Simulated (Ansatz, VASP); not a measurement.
## One calculation of SrCl2, two programs

```
Sr Cl
1.0
     0.00000    3.70843    3.42288
     3.70843    0.00000    3.42288
     3.70843    3.70843    0.00000
Sr Cl
1 2
Direct
  0.00000 0.00000 0.00000
  0.25000 0.25000 0.25000
  0.75000 0.75000 0.75000
```

Alike in both runs: task single point; functional PBE; k mesh 6 × 6 × 6; occupations gaussian, width 0.05 eV; no spin polarisation.

|  | VASP | Ansatz |
| --- | --- | --- |
| version | VASP 6.6.1 | Ansatz 0.2.0 |
| potentials or method | VASP PAW PBE potentials, release 64 (Sr_sv, Cl), cutoff 520 eV | scalar-relativistic, plane waves, PAW |
| valence electrons in the cell | 24 | 24 |

|  | VASP | Ansatz | Ansatz less VASP |
| --- | --- | --- | --- |
| gap on the k mesh at the Fermi level (eV) | 4.52 | 4.52 | +0.001 |
| least direct gap on the mesh (eV) | 4.75 | 4.75 | 0.000 |
| pressure (GPa) | -2.1 | -2.1 | -0.04 |
| traceless stress, the component that is largest in VASP (GPa) | 2.44 | 2.45 | +0.011 |
